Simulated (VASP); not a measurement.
# HgS (F-43m) in VASP: notebook

HgS is run at these levels: PBE-based screened hybrid with 20 % exact exchange, PBE-based screened hybrid with 25 % exact exchange; tasks: single point.

All numbers are computed with VASP 6.6.1; they aren't measurements. Logs are shortened: lines on timing, memory, paths and dates and some standing lists are left out, and cuts for length are marked.

## Step 1: The cell of the first run

It takes space group F-43m (No. 216, cubic). The conventional cell has a = 5.858 Å, b = 5.858 Å, c = 5.858 Å, α = 90.00°, β = 90.00°, γ = 90.00°. Within 3.3 Å of Hg (site symmetry -43m) lie 4 S at 2.54 Å. S (site symmetry -43m) has 4 Hg at 2.54 Å within 3.3 Å.

## Step 2: Single point, PBE-based screened hybrid with 20 % exact exchange

File POSCAR:

```
HgS
1.0
    0.0000000000      2.9289995691      2.9289995691
    2.9289995691      0.0000000000      2.9289995691
    2.9289995691      2.9289995691      0.0000000000
Hg S
1 1
Direct
    0.0000000000      0.0000000000      0.0000000000
    0.7500000000      0.7500000000      0.7500000000
```

File INCAR.step1:

```
ALGO = Normal
EDIFF = 1E-5
ENCUT = 400
GGA = PE
GGA_COMPAT = F
ISIF = 2
ISMEAR = 0
LASPH = T
LCHARG = F
LREAL = F
LWAVE = T
NBANDS = 16
NELM = 120
PREC = Accurate
SIGMA = 0.05
```

File INCAR.step2:

```
AEXX = 0.2
ALGO = Normal
EDIFF = 1E-6
ENCUT = 400
GGA = PE
GGA_COMPAT = F
HFSCREEN = 0.20787
ISIF = 2
ISMEAR = 0
ISTART = 1
LASPH = T
LCHARG = F
LHFCALC = T
LREAL = F
LWAVE = F
NBANDS = 16
NELM = 120
PREC = Accurate
PRECFOCK = Normal
SIGMA = 0.05
```

File KPOINTS:

```
k-points
0
Gamma
  6 6 6
```

Potentials or basis: VASP PAW PBE potentials, release 64 (Hg, S).

Command:

```
cat potpaw_PBE.64/Hg/POTCAR potpaw_PBE.64/S/POTCAR > POTCAR
cp INCAR.step1 INCAR
mpirun -np 1 vasp_std > vasp.out
cp INCAR.step2 INCAR
mpirun -np 1 vasp_std > vasp.out
```

OUTCAR:

```text
AEXX = 0.2
   EDIFF = 1E-6
   ENCUT = 400
   GGA = PE
   HFSCREEN = 0.20787
   ISIF = 2
   ISMEAR = 0
   ISTART = 1
   LASPH = T
   LHFCALC = T
   LREAL = F
   NELM = 120
   PREC = Accurate
   PRECFOCK = Normal

 ion  position               nearest neighbor table
   1  0.000  0.000  0.000-   2 2.54   2 2.54   2 2.54   2 2.54
   2  0.750  0.750  0.750-   1 2.54   1 2.54   1 2.54   1 2.54

  LATTYP: Found a face centered cubic cell.
 ALAT       =     5.8579991382

  Lattice vectors:

 A1 = (   0.0000000000,   2.9289995691,   2.9289995691)
 A2 = (   2.9289995691,   0.0000000000,   2.9289995691)
 A3 = (   2.9289995691,   2.9289995691,   0.0000000000)

Analysis of symmetry for initial positions (statically):
=====================================================================
 Subroutine PRICEL returns:
 Original cell was already a primitive cell.

 Routine SETGRP: Setting up the symmetry group for a
 face centered cubic supercell.

 Subroutine GETGRP returns: Found 24 space group operations
 (whereof 24 operations were pure point group operations)
 out of a pool of 48 trial point group operations.

The static configuration has the point symmetry T_d .

Analysis of symmetry for dynamics (positions and initial velocities):
=====================================================================
 Subroutine PRICEL returns:
 Original cell was already a primitive cell.

 Routine SETGRP: Setting up the symmetry group for a
 face centered cubic supercell.

 Subroutine GETGRP returns: Found 24 space group operations
 (whereof 24 operations were pure point group operations)
 out of a pool of 48 trial point group operations.

The dynamic configuration has the point symmetry T_d .

 Subroutine INISYM returns: Found 24 space group operations
 (whereof 24 operations are pure point group operations),
 and found     1 'primitive' translations

----------------------------------------------------------------------------------------

                                     Primitive cell

  volume of cell :      50.2560

  direct lattice vectors                    reciprocal lattice vectors
     0.000000000  2.928999569  2.928999569    -0.170706751  0.170706751  0.170706751
     2.928999569  0.000000000  2.928999569     0.170706751 -0.170706751  0.170706751
     2.928999569  2.928999569  0.000000000     0.170706751  0.170706751 -0.170706751

  length of vectors
     4.142230915  4.142230915  4.142230915     0.295672766  0.295672766  0.295672766

  position of ions in fractional coordinates (direct lattice)
     0.000000000  0.000000000  0.000000000
     0.750000000  0.750000000  0.750000000

  ion indices of the primitive-cell ions
   primitive index   ion index
                 1           1
                 2           2

----------------------------------------------------------------------------------------

 KPOINTS: k-points

Automatic generation of k-mesh.
 Grid dimensions read from file:
 generate k-points for:    6    6    6

 Generating k-lattice:

  Cartesian coordinates                     Fractional coordinates (reciprocal lattice)
    -0.028451125  0.028451125  0.028451125     0.166666667  0.000000000  0.000000000
     0.028451125 -0.028451125  0.028451125     0.000000000  0.166666667  0.000000000
     0.028451125  0.028451125 -0.028451125     0.000000000  0.000000000  0.166666667

  Length of vectors
     0.049278794  0.049278794  0.049278794

  Shift w.r.t. Gamma in fractional coordinates (k-lattice)
     0.000000000  0.000000000  0.000000000

 Subroutine IBZKPT returns following result:
 ===========================================

 Found     16 irreducible k-points:

 Following reciprocal coordinates:
            Coordinates               Weight
  0.000000  0.000000  0.000000      1.000000
  0.166667  0.000000  0.000000      8.000000
  0.333333  0.000000  0.000000      8.000000
  0.500000  0.000000  0.000000      4.000000
  0.166667  0.166667  0.000000      6.000000
  0.333333  0.166667  0.000000     24.000000
[... 8 lines left out ...]
 -0.333333  0.333333  0.166667     24.000000
 -0.333333  0.500000  0.166667     12.000000
   k-points           NKPTS =     16   k-points in BZ     NKDIM =    216   number of bands    NBANDS=     16
   number of dos      NEDOS =    301   number of ions     NIONS =      2
   total plane-waves  NPLWV =  21952
   dimension x,y,z NGX =    28 NGY =   28 NGZ =   28
   dimension x,y,z NGXF=    56 NGYF=   56 NGZF=   56
   ions per type =               1   1
   NGX,Y,Z   is equivalent  to a cutoff of  11.24, 11.24, 11.24 a.u.
   NGXF,Y,Z  is equivalent  to a cutoff of  22.48, 22.48, 22.48 a.u.
 SYSTEM =  unknown system
   PREC   = accura    normal or accurate (medium, high low for compatibility)
   ISTART =      1    job   : 0-new  1-cont  2-samecut
   ICHARG =      0    charge: 1-file 2-atom 10-const
   ISPIN  =      1    spin polarized calculation?
   LNONCOLLINEAR =      F non collinear calculations
   LSORBIT =      F    spin-orbit coupling
   LASPH  =      T    aspherical Exc in radial PAW
   ENCUT  =  400.0 eV  29.40 Ry    5.42 a.u.   6.75  6.75  6.75*2*pi/ulx,y,z
   NELM   =    120;   NELMIN=  2; NELMDL=  0     # of ELM steps
   EDIFF  = 0.1E-05   stopping-criterion for ELM
   LREAL  =      F    real-space projection
   EDIFFG = 0.1E-04   stopping-criterion for IOM
   NSW    =      0    number of steps for IOM
   IBRION =     -1    ionic relax: 0-MD 1-quasi-New 2-CG
   NFREE  =      0    steps in history (QN), initial steepest desc. (CG)
   ISIF   =      2    stress and relaxation
   ISYM   =      3    0-nonsym 1-usesym 2-fastsym
   POTIM  = 0.5000    time-step for ionic-motion
   TEBEG  =    0.0;   TEEND  =   0.0 temperature during run
   PSTRESS=    0.0 pullay stress
   NELECT =      18.0000    total number of electrons
   NUPDOWN=      -1.0000    fix difference up-down
   EMIN   =  10.00;   EMAX   =-10.00  energy-range for DOS
   EFERMI =   0.00;   METHOD = LEGACY
   ISMEAR =     0;   SIGMA  =   0.05  broadening in eV -4-tet -1-fermi 0-gaus
   EFERMI_NEDOS =   21; number of points for ismear=-14 and -15
   IALGO  =     38    algorithm
   IMIX   =      1    mixing-type and parameters
     AMIX     =   0.40;   BMIX     =  1.00
     AMIX_MAG =   1.60;   BMIX_MAG =  1.00
  volume/ion in A,a.u.               =      25.13       169.57
  Fermi-wavevector in a.u.,A,eV,Ry     =   1.162616  2.197026 18.390673  1.351676
  Thomas-Fermi vector in A             =   2.299175
   LORBIT       =      0    0 simple, 1 ext, 2 COOP (PROOUT), +10 PAW based schemes
   GGA     = PE    functional components
   LHFCALC =     T    Hartree Fock is set to
   PRECFOCK=normal    Normal, Fast or Accurate (Low or Medium for compatibility)
   ENCUT4O =  -1.0   cutoff for four orbital integrals eV
   NKREDX  =     1    reduce k-point grid by
   NKREDY  =     1    reduce k-point grid by
   NKREDZ  =     1    reduce k-point grid by
   AEXX    =    0.2000 exact exchange contribution
   HFSCREEN=    0.2079 screening length (either q_TF or 0.3 A-1)
   HFSCREENC=   0.2079 screening length for correlation (either q_TF or 0.3 A-1)
   ENCUTFOCK=  -1.0 apply spherical cutoff to Coloumb kernel
   IVDW    =     0    specifies the selected vdW correction
   LEPSILON=     F    determine dielectric tensor
   LRPA    =     F    only Hartree local field effects (RPA)
 non-spin polarized calculation
 Gauss-broadening in eV      SIGMA  =   0.05
  energy-cutoff  :      400.00
  volume of cell :       50.26
 maximum number of plane-waves:       941
  NGX = 24; NGY = 24; NGZ = 24

 number of electron      18.0000004 magnetization

 Free energy of the ion-electron system (eV)
  ---------------------------------------------------
  ext. energy  EPLUGINS =         0.00000000
  ---------------------------------------------------
  free energy    TOTEN  =        -5.58558122 eV

  energy without entropy =       -5.58557966  energy(sigma->0) =       -5.58558044

 E-fermi :   1.7698     XC(G=0):  -8.0151

 val. band max:        1.6454504636   @ k =   0.0000   0.0000   0.0000
 cond. band min:       1.8833505967   @ k =   0.0000   0.0000   0.0000
 fundamental gap:      0.2379001331
 Fermi energy:         1.7697595625

 k-point     1 :       0.0000    0.0000    0.0000
  band No.  band energies     occupation
      1     -12.6360      2.00000
      2      -6.2083      2.00000
      3      -6.2083      2.00000
      4      -6.2083      2.00000
      5      -5.2918      2.00000
      6      -5.2918      2.00000
[... 8 lines left out ...]
     15      14.2337      0.00000
     16      14.2337      0.00000

 k-point     2 :       0.1667    0.0000    0.0000
  band No.  band energies     occupation
      1     -12.4969      2.00000
      2      -6.1442      2.00000
      3      -6.1442      2.00000
      4      -6.1297      2.00000
      5      -5.2943      2.00000
      6      -5.2943      2.00000
[... 8 lines left out ...]
     15      13.3377      0.00000
     16      13.5988      0.00000

 k-point     3 :       0.3333    0.0000    0.0000
  band No.  band energies     occupation
      1     -12.2086      2.00000
      2      -6.0360      2.00000
      3      -6.0360      2.00000
      4      -5.7023      2.00000
      5      -5.2633      2.00000
      6      -5.2633      2.00000
[... 8 lines left out ...]
     15      13.6131      0.00000
     16      13.6131      0.00000

 k-point     4 :       0.5000    0.0000    0.0000
  band No.  band energies     occupation
      1     -12.0599      2.00000
      2      -5.9967      2.00000
      3      -5.9967      2.00000
      4      -5.2234      2.00000
      5      -5.2234      2.00000
      6      -4.8566      2.00000
[... 8 lines left out ...]
     15      14.8432      0.00000
     16      14.8432      0.00000
[... 172 lines left out ...]
 k-point    14 :       0.5000    0.3333    0.1667
  band No.  band energies     occupation
      1     -12.0163      2.00000
      2      -5.9302      2.00000
      3      -5.8649      2.00000
      4      -5.5970      2.00000
      5      -5.2334      2.00000
      6      -5.1073      2.00000
[... 8 lines left out ...]
     15      15.2948      0.00000
     16      15.5531      0.00000

 k-point    15 :      -0.3333    0.3333    0.1667
  band No.  band energies     occupation
      1     -11.9185      2.00000
      2      -5.8855      2.00000
      3      -5.7983      2.00000
      4      -5.3722      2.00000
      5      -5.2981      2.00000
      6      -4.6688      2.00000
[... 8 lines left out ...]
     15      14.7944      0.00000
     16      15.6589      0.00000

 k-point    16 :      -0.3333    0.5000    0.1667
  band No.  band energies     occupation
      1     -11.8700      2.00000
      2      -5.8800      2.00000
      3      -5.6893      2.00000
      4      -5.4897      2.00000
      5      -5.2368      2.00000
      6      -4.5653      2.00000
[... 8 lines left out ...]
     15      15.3828      0.00000
     16      15.5977      0.00000

------------------------ aborting loop because EDIFF is reached ----------------------------------------

  FORCE on cell =-STRESS in cart. coord.  units (eV):
  Direction    XX          YY          ZZ          XY          YZ          ZX
  --------------------------------------------------------------------------------------
  -------------------------------------------------------------------------------------
  Total        0.8603672      0.8603672      0.8603672     -0.0000000      0.0000000      0.0000000
  in kB       27.4287808     27.4287808     27.4287808     -0.0000000      0.0000000      0.0000000
  external PRESSURE =      27.4287808 kB  Pullay stress =       0.0000000 kB

 VOLUME and BASIS-vectors are now :
 -----------------------------------------------------------------------------
  energy-cutoff  :      400.00
  volume of cell :       50.26
      direct lattice vectors                 reciprocal lattice vectors
     0.000000000  2.928999569  2.928999569    -0.170706751  0.170706751  0.170706751
     2.928999569  0.000000000  2.928999569     0.170706751 -0.170706751  0.170706751
     2.928999569  2.928999569  0.000000000     0.170706751  0.170706751 -0.170706751

 POSITION                                       TOTAL-FORCE (eV/Angst)
 -----------------------------------------------------------------------------------
      0.00000      0.00000      0.00000        -0.000000     -0.000000     -0.000000
      4.39350      4.39350      4.39350         0.000000      0.000000      0.000000
 -----------------------------------------------------------------------------------
    total drift:                               -0.000020     -0.000010     -0.000010

  FREE ENERGIE OF THE ION-ELECTRON SYSTEM (eV)
  ---------------------------------------------------
  free  energy   TOTEN  =        -5.5855812198 eV

  energy  without entropy=       -5.5855796605  energy(sigma->0) =       -5.58558044
```

Run time: 77 min. Hardware: 1 thread of Intel Xeon 8259CL, shared host; peak memory 0.29 GiB.

What came out:

```yaml
Free_energy: -5.5856 eV
Pressure: 2.7 GPa
Band_gap_on_the_k_mesh: 0.24 eV
```

Caveat: the PAW data sets were made with another functional, which shifts forces and pressure a little; spin-orbit coupling is left out, which moves the levels of the heavy elements.

## Step 3: Single point, PBE-based screened hybrid with 25 % exact exchange

POSCAR is that of step 2.

File INCAR.step1:

```
PREC = Accurate
ENCUT = 400
EDIFF = 1E-5
ISMEAR = 0
SIGMA = 0.05
LREAL = F
LASPH = T
NELM = 120
ALGO = Normal
ISIF = 2
LWAVE = T
LCHARG = F
NBANDS = 16
GGA = PE
GGA_COMPAT = F
```

File INCAR.step2:

```
PREC = Accurate
ENCUT = 400
EDIFF = 1E-6
ISMEAR = 0
SIGMA = 0.05
LREAL = F
LASPH = T
NELM = 120
ALGO = Normal
ISIF = 2
LWAVE = F
LCHARG = F
GGA = PE
LHFCALC = T
AEXX = 0.25
HFSCREEN = 0.3
PRECFOCK = Normal
NBANDS = 16
ISTART = 1
GGA_COMPAT = F
```

File KPOINTS:

```
regular mesh
0
Gamma
  6 6 6
```

Potentials or basis: VASP PAW PBE potentials, release 64 (Hg, S).

Command:

```
cat potpaw_PBE.64/Hg/POTCAR potpaw_PBE.64/S/POTCAR > POTCAR
cp INCAR.step1 INCAR
mpirun -np 1 vasp_std > vasp.out
cp INCAR.step2 INCAR
mpirun -np 1 vasp_std > vasp.out
```

It took 29 min on 1 thread of Intel Xeon Platinum 8488C (Sapphire Rapids), shared host; peak memory 0.27 GiB.

The run converged. Its results:

* Free energy: -5.6662 eV
* Pressure: 2.6 GPa
* Band gap on the k mesh: 0.26 eV

Levels at points of the mesh, in eV from the valence-band top:
| k point | band 5 | band 6 | band 7 | band 8 | band 9 | band 10 | band 11 | band 12 | band 13 | band 14 |
| --- | --- | --- | --- | --- | --- | --- | --- | --- | --- | --- |
| (0.00, 0.00, 0.00) | -7.05 | -7.05 | 0.00 | 0.00 | 0.00 | 0.26 | 6.86 | 6.86 | 6.86 | 10.93 |
| (0.50, 0.00, 0.00) | -6.98 | -6.61 | -5.80 | -1.04 | -1.04 | 2.37 | 7.61 | 7.61 | 7.86 | 11.10 |
| (0.50, 0.50, 0.00) | -6.89 | -6.57 | -5.19 | -2.48 | -2.48 | 4.03 | 4.06 | 9.50 | 11.41 | 11.41 |

Caveat: the PAW data sets were made with another functional, which shifts forces and pressure a little; spin-orbit coupling is left out, which moves the levels of the heavy elements.
